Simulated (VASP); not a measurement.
# CoO (R-3m) in VASP: notebook

CoO is run at these levels: PBEsol; tasks: single point.

All numbers are computed with VASP 6.6.1; they aren't measurements. Logs are shortened: lines on timing, memory, paths and dates and some standing lists are left out, and cuts for length are marked.

**1. The cell of the first run**

The structure is trigonal, space group R-3m (No. 166). Conventional cell: a = 2.984 Å, b = 2.984 Å, c = 7.531 Å, α = 90.00°, β = 90.00°, γ = 120.00°. Within 2.8 Å of Co (site symmetry -3m) lie 6 O at 2.13 Å. O (site symmetry -3m) has 6 Co at 2.13 Å within 2.8 Å.

**2. Single point, PBEsol, collinear spin, ferromagnetic start (equal xy, yz and zx shear strains of +2 %)**

File INCAR:

```
  ALGO = Normal
  EDIFF = 1E-6
  ENCUT = 520
  GGA = PS
  ISIF = 2
  ISMEAR = -1
  ISPIN = 2
  LASPH = True
  LCHARG = False
  LMAXMIX = 4
  LORBIT = 11
  LREAL = False
  LWAVE = False
  MAGMOM = 2 0
  NBANDS = 18
  NELM = 150
  PREC = Accurate
  SIGMA = 0.05
```

File KPOINTS:

```
k-points
0
Gamma
  16 16 16
```

File POSCAR:

```
CoO
1.0
    0.0426300000      2.1528150000      2.1528150000
    2.1528150000      0.0426300000      2.1528150000
    2.1528150000      2.1528150000      0.0426300000
Co O
1 1
Direct
    0.0000000000      0.0000000000      0.0000000000
    0.5000000000      0.5000000000      0.5000000000
```

Potentials or basis: VASP PAW PBE potentials, release 64 (Co, O).

Launch:

```console
$ cat potpaw_PBE.64/Co/POTCAR potpaw_PBE.64/O/POTCAR > POTCAR
$ mpirun -np 1 vasp_std > vasp.out
```

OUTCAR:

```text
EDIFF = 1E-6
   ENCUT = 520
   GGA = PS
   ISIF = 2
   ISMEAR = -1
   ISPIN = 2
   LASPH = True
   LORBIT = 11
   LREAL = False
   NELM = 150
   PREC = Accurate

 ion  position               nearest neighbor table
   1  0.000  0.000  0.000-   2 2.13   2 2.13   2 2.13   2 2.13   2 2.13   2 2.13
   2  0.500  0.500  0.500-   1 2.13   1 2.13   1 2.13   1 2.13   1 2.13   1 2.13

  LATTYP: Found a trigonal (rhomboedric) cell.
 ALAT       =     3.0448386107
 COS(alpha) =     0.5197000882

  Lattice vectors:

 A1 = (   0.0426300000,   2.1528150000,   2.1528150000)
 A2 = (   2.1528150000,   0.0426300000,   2.1528150000)
 A3 = (   2.1528150000,   2.1528150000,   0.0426300000)

Analysis of symmetry for initial positions (statically):
=====================================================================
 Subroutine PRICEL returns:
 Original cell was already a primitive cell.

 Routine SETGRP: Setting up the symmetry group for a
 trigonal (rhombohedral) supercell.

 Subroutine GETGRP returns: Found 12 space group operations
 (whereof 12 operations were pure point group operations)
 out of a pool of 12 trial point group operations.

The static configuration has the point symmetry D_3d.

Analysis of symmetry for dynamics (positions and initial velocities):
=====================================================================
 Subroutine PRICEL returns:
 Original cell was already a primitive cell.

 Routine SETGRP: Setting up the symmetry group for a
 trigonal (rhombohedral) supercell.

 Subroutine GETGRP returns: Found 12 space group operations
 (whereof 12 operations were pure point group operations)
 out of a pool of 12 trial point group operations.

The dynamic configuration has the point symmetry D_3d.

Analysis of structural, dynamic, and magnetic symmetry:
=====================================================================
 Subroutine PRICEL returns:
 Original cell was already a primitive cell.

 Routine SETGRP: Setting up the symmetry group for a
 trigonal (rhombohedral) supercell.

 Subroutine GETGRP returns: Found 12 space group operations
 (whereof 12 operations were pure point group operations)
 out of a pool of 12 trial point group operations.

The overall configuration has the point symmetry D_3d.

 Subroutine INISYM returns: Found 12 space group operations
 (whereof 12 operations are pure point group operations),
 and found     1 'primitive' translations

----------------------------------------------------------------------------------------

                                     Primitive cell

  volume of cell :      19.3623

  direct lattice vectors                    reciprocal lattice vectors
     0.042630000  2.152815000  2.152815000    -0.239269050  0.234623049  0.234623049
     2.152815000  0.042630000  2.152815000     0.234623049 -0.239269050  0.234623049
     2.152815000  2.152815000  0.042630000     0.234623049  0.234623049 -0.239269050

  length of vectors
     3.044838611  3.044838611  3.044838611     0.409079001  0.409079001  0.409079001

  position of ions in fractional coordinates (direct lattice)
     0.000000000  0.000000000  0.000000000
     0.500000000  0.500000000  0.500000000

  ion indices of the primitive-cell ions
   primitive index   ion index
                 1           1
                 2           2

----------------------------------------------------------------------------------------

 KPOINTS: k-points

Automatic generation of k-mesh.
 Grid dimensions read from file:
 generate k-points for:   16   16   16

 Generating k-lattice:

  Cartesian coordinates                     Fractional coordinates (reciprocal lattice)
    -0.014954316  0.014663941  0.014663941     0.062500000  0.000000000  0.000000000
     0.014663941 -0.014954316  0.014663941     0.000000000  0.062500000  0.000000000
     0.014663941  0.014663941 -0.014954316     0.000000000  0.000000000  0.062500000

  Length of vectors
     0.025567438  0.025567438  0.025567438

  Shift w.r.t. Gamma in fractional coordinates (k-lattice)
     0.000000000  0.000000000  0.000000000

 Subroutine IBZKPT returns following result:
 ===========================================

 Found    417 irreducible k-points:

 Following reciprocal coordinates:
            Coordinates               Weight
  0.000000  0.000000  0.000000      1.000000
  0.062500  0.000000  0.000000      6.000000
  0.125000  0.000000  0.000000      6.000000
  0.187500 -0.000000 -0.000000      6.000000
  0.250000  0.000000  0.000000      6.000000
  0.312500  0.000000 -0.000000      6.000000
[... 16 lines left out ...]
 -0.125000  0.062500  0.000000     12.000000
 -0.062500  0.062500  0.000000      6.000000
 [... further k-points ...]
   k-points           NKPTS =    417   k-points in BZ     NKDIM =    417   number of bands    NBANDS=     18
   number of dos      NEDOS =    301   number of ions     NIONS =      2
   total plane-waves  NPLWV =  13824
   dimension x,y,z NGX =    24 NGY =   24 NGZ =   24
   dimension x,y,z NGXF=    48 NGYF=   48 NGZF=   48
   ions per type =               1   1
   NGX,Y,Z   is equivalent  to a cutoff of  13.10, 13.10, 13.10 a.u.
   NGXF,Y,Z  is equivalent  to a cutoff of  26.21, 26.21, 26.21 a.u.
 SYSTEM =  unknown system
   PREC   = accura    normal or accurate (medium, high low for compatibility)
   ISTART =      0    job   : 0-new  1-cont  2-samecut
   ICHARG =      2    charge: 1-file 2-atom 10-const
   ISPIN  =      2    spin polarized calculation?
   LNONCOLLINEAR =      F non collinear calculations
   LSORBIT =      F    spin-orbit coupling
   LASPH  =      T    aspherical Exc in radial PAW
   ENCUT  =  520.0 eV  38.22 Ry    6.18 a.u.   5.66  5.66  5.66*2*pi/ulx,y,z
   NELM   =    150;   NELMIN=  2; NELMDL= -5     # of ELM steps
   EDIFF  = 0.1E-05   stopping-criterion for ELM
   LREAL  =      F    real-space projection
   EDIFFG = 0.1E-04   stopping-criterion for IOM
   NSW    =      0    number of steps for IOM
   IBRION =     -1    ionic relax: 0-MD 1-quasi-New 2-CG
   NFREE  =      0    steps in history (QN), initial steepest desc. (CG)
   ISIF   =      2    stress and relaxation
   ISYM   =      2    0-nonsym 1-usesym 2-fastsym
   POTIM  = 0.5000    time-step for ionic-motion
   TEBEG  =    0.0;   TEEND  =   0.0 temperature during run
   PSTRESS=    0.0 pullay stress
   NELECT =      15.0000    total number of electrons
   NUPDOWN=      -1.0000    fix difference up-down
   EMIN   =  10.00;   EMAX   =-10.00  energy-range for DOS
   EFERMI =   0.00;   METHOD = LEGACY
   ISMEAR =    -1;   SIGMA  =   0.05  broadening in eV -4-tet -1-fermi 0-gaus
   EFERMI_NEDOS =   21; number of points for ismear=-14 and -15
   IALGO  =     38    algorithm
   IMIX   =      4    mixing-type and parameters
     AMIX     =   0.40;   BMIX     =  1.00
     AMIX_MAG =   1.60;   BMIX_MAG =  1.00
  volume/ion in A,a.u.               =       9.68        65.33
  Fermi-wavevector in a.u.,A,eV,Ry     =   1.503556  2.841310 30.758445  2.260682
  Thomas-Fermi vector in A             =   2.614651
   LORBIT       =     11    0 simple, 1 ext, 2 COOP (PROOUT), +10 PAW based schemes
   GGA     = PS    functional components
   LHFCALC =     F    Hartree Fock is set to
   AEXX    =    0.0000 exact exchange contribution
   IVDW    =     0    specifies the selected vdW correction
   LEPSILON=     F    determine dielectric tensor
   LRPA    =     F    only Hartree local field effects (RPA)
 spin polarized calculation
  energy-cutoff  :      520.00
  volume of cell :       19.36
 maximum number of plane-waves:       540
   NGX = 11   NGY = 11   NGZ = 11

 number of electron      15.0000002 magnetization       2.9409283

 Free energy of the ion-electron system (eV)
  ---------------------------------------------------
  ext. energy  EPLUGINS =         0.00000000
  ---------------------------------------------------
  free energy    TOTEN  =       -13.95955160 eV

  energy without entropy =      -13.92763356  energy(sigma->0) =      -13.94359258

 E-fermi :   7.7852     XC(G=0): -12.6503

 val. band max:        7.7842666066   @ k =  -0.3750   0.3750   0.0000
 cond. band min:       7.7854826643   @ k =  -0.1875  -0.4375   0.1250
 fundamental gap:      0.0012160577
 Fermi energy:         7.7852359710

 spin component 1

 k-point     1 :       0.0000    0.0000    0.0000
  band No.  band energies     occupation
      1     -12.4106      1.00000
      2       4.4511      1.00000
      3       4.4907      1.00000
      4       4.4908      1.00000
      5       4.5344      1.00000
      6       4.6516      1.00000
[... 10 lines left out ...]
     17      29.2169      0.00000
     18      32.4917      0.00000
[... 463 lines left out ...]
 k-point    24 :      -0.0625    0.0625    0.0000
  band No.  band energies     occupation
      1     -12.2995      1.00000
      2       3.4453      1.00000
      3       3.4708      1.00000
      4       4.0436      1.00000
      5       4.5991      1.00000
      6       4.6572      1.00000
[... 10 lines left out ...]
     17      30.8311      0.00000
     18      33.4298      0.00000

 [... further k-points ...]

 spin component 2

 k-point     1 :       0.0000    0.0000    0.0000
  band No.  band energies     occupation
      1     -11.8673      1.00000
      2       5.0538      1.00000
      3       5.2740      1.00000
      4       5.2740      1.00000
      5       6.6009      1.00000
      6       6.7236      1.00000
[... 10 lines left out ...]
     17      30.1678      0.00000
     18      33.3100      0.00000
[... 463 lines left out ...]
 k-point    24 :      -0.0625    0.0625    0.0000
  band No.  band energies     occupation
      1     -11.7529      1.00000
      2       4.3644      1.00000
      3       4.6770      1.00000
      4       4.9529      1.00000
      5       6.6861      1.00000
      6       6.8926      1.00000
[... 10 lines left out ...]
     17      31.6223      0.00000
     18      34.2705      0.00000

 [... further k-points ...]
[... 5 lines left out ...]
  --------------------------------------------------------------------------------------
  -------------------------------------------------------------------------------------
  Total       -1.3844113     -1.3844113     -1.3844113      0.0366217      0.0366217      0.0366217
  in kB     -114.5563424   -114.5563424   -114.5563424      3.0303462      3.0303462      3.0303462
  external PRESSURE =    -114.5563424 kB  Pullay stress =       0.0000000 kB

 VOLUME and BASIS-vectors are now :
 -----------------------------------------------------------------------------
  energy-cutoff  :      520.00
  volume of cell :       19.36
      direct lattice vectors                 reciprocal lattice vectors
     0.042630000  2.152815000  2.152815000    -0.239269050  0.234623049  0.234623049
     2.152815000  0.042630000  2.152815000     0.234623049 -0.239269050  0.234623049
     2.152815000  2.152815000  0.042630000     0.234623049  0.234623049 -0.239269050

 POSITION                                       TOTAL-FORCE (eV/Angst)
 -----------------------------------------------------------------------------------
      0.00000      0.00000      0.00000        -0.000000      0.000000     -0.000000
      2.17413      2.17413      2.17413         0.000000     -0.000000      0.000000
 -----------------------------------------------------------------------------------
    total drift:                                0.000000     -0.000000     -0.000000

  FREE ENERGIE OF THE ION-ELECTRON SYSTEM (eV)
  ---------------------------------------------------
  free  energy   TOTEN  =       -13.9595515974 eV

  energy  without entropy=      -13.9276335580  energy(sigma->0) =      -13.94359258

 total charge

# of ion       s       p       d       tot
------------------------------------------
    1        0.297   0.360   7.140   7.797
    2        1.551   3.398   0.000   4.949
--------------------------------------------------
tot          1.848   3.758   7.140  12.746

 magnetization (x)

# of ion       s       p       d       tot
------------------------------------------
    1        0.020   0.017   2.533   2.570
    2        0.029   0.289   0.000   0.318
--------------------------------------------------
tot          0.049   0.306   2.533   2.888
```

Wall time 1.8 min (1 thread of Intel Xeon 6975P-C (Granite Rapids), shared host); peak memory 0.33 GiB.

Results:

```yaml
Free_energy: -13.9596 eV
Pressure: -11.5 GPa
Net_moment: 2.94 μB per cell
Site_moments: Co +2.57; O +0.32 μB
Valence_electrons_inside_the_program's_atomic_spheres: Co 7.80; O 4.95
```

Caveat: the cell differs from its parent crystal (equal xy, yz and zx shear strains of +2 %); the cell stands under tension; the PAW data sets were made with another functional, which shifts forces and pressure a little; a cell with one magnetic atom can't hold antiferromagnetic order, which such compounds often take; semilocal functionals often make such compounds metallic where correlation or magnetic order opens a gap, which also shifts bond lengths.

**3. Single point, PBEsol, collinear spin, ferromagnetic start (equal xy, yz and zx shear strains of -2 %)**

File INCAR:

```
PREC = Accurate
ENCUT = 520
EDIFF = 1E-7
ISMEAR = -1
SIGMA = 0.05
LREAL = False
LASPH = True
NELM = 150
ALGO = Normal
ISIF = 2
LWAVE = False
LCHARG = False
ISPIN = 2
MAGMOM = 2 0
LORBIT = 11
LMAXMIX = 4
GGA = PS
NBANDS = 18
```

File KPOINTS:

```
regular mesh
0
Gamma
  16 16 16
```

File POSCAR:

```
CoO
1.0
   -0.0426300000      2.1101850000      2.1101850000
    2.1101850000     -0.0426300000      2.1101850000
    2.1101850000      2.1101850000     -0.0426300000
Co O
1 1
Direct
    0.0000000000      0.0000000000      0.0000000000
    0.5000000000      0.5000000000      0.5000000000
```

Potentials or basis: VASP PAW PBE potentials, release 64 (Co, O).

Launch:

```console
$ cat potpaw_PBE.64/Co/POTCAR potpaw_PBE.64/O/POTCAR > POTCAR
$ mpirun -np 1 vasp_std > vasp.out
```

Run time: 2 min. Hardware: 1 thread of Intel Xeon 6975P-C (Granite Rapids), shared host; peak memory 0.33 GiB.

It converged, with:

```
Free energy                                           : -13.9594 eV
Pressure                                              : -11.3 GPa
Net moment                                            : 2.94 μB per cell
Site moments                                          : Co +2.57; O +0.32 μB
Valence electrons inside the program's atomic spheres : Co 7.80; O 4.95
```

Stress tensor (GPa, compression positive):
```
-11.33  -0.25  -0.25
 -0.25 -11.33  -0.25
 -0.25  -0.25 -11.33
```

Levels at points of the mesh, in eV from the Fermi level:
Spin up:
| k point | band 5 | band 6 | band 7 | band 8 | band 9 | band 10 | band 11 | band 12 | band 13 | band 14 |
| --- | --- | --- | --- | --- | --- | --- | --- | --- | --- | --- |
| (0.00, 0.00, 0.00) | -3.26 | -3.18 | -3.18 | -3.07 | -3.05 | 0.84 | 16.55 | 17.63 | 17.63 | 18.47 |
| (0.50, 0.00, 0.00) | -2.48 | -2.37 | -1.89 | 0.03 | 0.08 | 4.91 | 9.06 | 13.16 | 13.58 | 20.34 |
| (0.50, 0.50, 0.00) | -4.01 | -2.94 | -2.43 | -2.15 | -2.12 | 5.68 | 9.61 | 11.47 | 15.31 | 15.77 |
| (0.50, 0.50, 0.50) | -2.40 | -2.40 | -1.78 | 0.10 | 0.10 | 4.68 | 9.51 | 12.79 | 12.79 | 19.86 |
Spin down:
| k point | band 4 | band 5 | band 6 | band 7 | band 8 | band 9 |
| --- | --- | --- | --- | --- | --- | --- |
| (0.00, 0.00, 0.00) | -2.45 | -1.14 | -1.14 | -1.03 | -0.13 | -0.13 |
| (0.50, 0.00, 0.00) | -4.55 | -0.18 | -0.12 | 0.21 | 2.52 | 2.58 |
| (0.50, 0.50, 0.00) | -3.74 | -2.25 | 0.14 | 0.15 | 0.35 | 0.81 |
| (0.50, 0.50, 0.50) | -4.82 | -0.06 | -0.06 | 0.24 | 2.61 | 2.61 |

Caveat: the cell differs from its parent crystal (equal xy, yz and zx shear strains of -2 %); the cell stands under tension; the PAW data sets were made with another functional, which shifts forces and pressure a little; a cell with one magnetic atom can't hold antiferromagnetic order, which such compounds often take; semilocal functionals often make such compounds metallic where correlation or magnetic order opens a gap, which also shifts bond lengths.
